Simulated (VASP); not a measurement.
Zn3Se2S: single point with PBE

Crystal: Zn3Se2S.

```
CELL_PARAMETERS angstrom
3.98263 -0.00039 -0.00012
-1.99165 3.44742 0.00013
-0.00049 0.00047 19.60193
ATOMIC_POSITIONS crystal
Zn 0.33346 0.66631 0.99702
Zn 0.33345 0.66776 0.33996
Zn 0.33342 0.66607 0.66845
Zn 0.66614 0.33352 0.16844
Zn 0.66661 0.33376 0.49701
Zn 0.66693 0.33255 0.83997
Se 0.33283 0.66671 0.12400
Se 0.33357 0.66576 0.79507
Se 0.66675 0.33452 0.29506
Se 0.66676 0.33296 0.62400
S 0.33328 0.66703 0.46050
S 0.66679 0.33305 0.96050
```

| Property | Result |
| --- | --- |
| Program | VASP 6.6.1 |
| Task | single point |
| Functional | PBE |
| Potentials or basis | VASP PAW PBE potentials, release 64 (Zn, Se, S) |
| Cutoff | 520 eV |
| k mesh | 6 × 6 × 1 |
| Occupations | gaussian, width 0.1 eV |
| Spin | no spin polarisation |
| Dipole correction | no |
| Further INCAR settings | ALGO = Normal; EDIFF = 1e-06; NBANDS = 66 |

The pressure is 0.2 GPa. The largest force is 0.011 eV/Å and the band gap on the k mesh is 1.30 eV.

Forces in eV/Å, atoms in the order of the input:
```
Zn  -0.001  0.000 -0.001
Zn   0.000 -0.001  0.010
Zn   0.000  0.001  0.007
Zn   0.001  0.001  0.007
Zn   0.001  0.000  0.000
Zn  -0.001  0.001  0.009
Se   0.001  0.000  0.001
Se  -0.001  0.001 -0.007
Se   0.001 -0.001 -0.006
Se   0.000  0.001  0.001
S    0.000  0.000 -0.011
S    0.000  0.001 -0.010
```

Levels at points of the mesh, in eV from the valence-band top:
```csv
k point,band 51,band 52,band 53,band 54,band 55,band 56,band 57,band 58
"(0.00, 0.00, 0.00)",-0.11,-0.10,0.00,0.00,1.30,2.24,2.51,2.71
"(0.50, 0.00, 0.00)",-1.41,-1.31,-1.12,-0.89,2.73,2.77,3.17,3.18
"(0.00, 0.50, 0.00)",-1.41,-1.31,-1.12,-0.90,2.73,2.77,3.17,3.18
"(0.50, 0.50, 0.00)",-1.41,-1.31,-1.12,-0.89,2.74,2.77,3.17,3.18
```

It took 4.7 min on 1 thread of Intel(R) Xeon(R) 6975P-C (Granite Rapids) (shared host), peak memory 0.53 GiB.
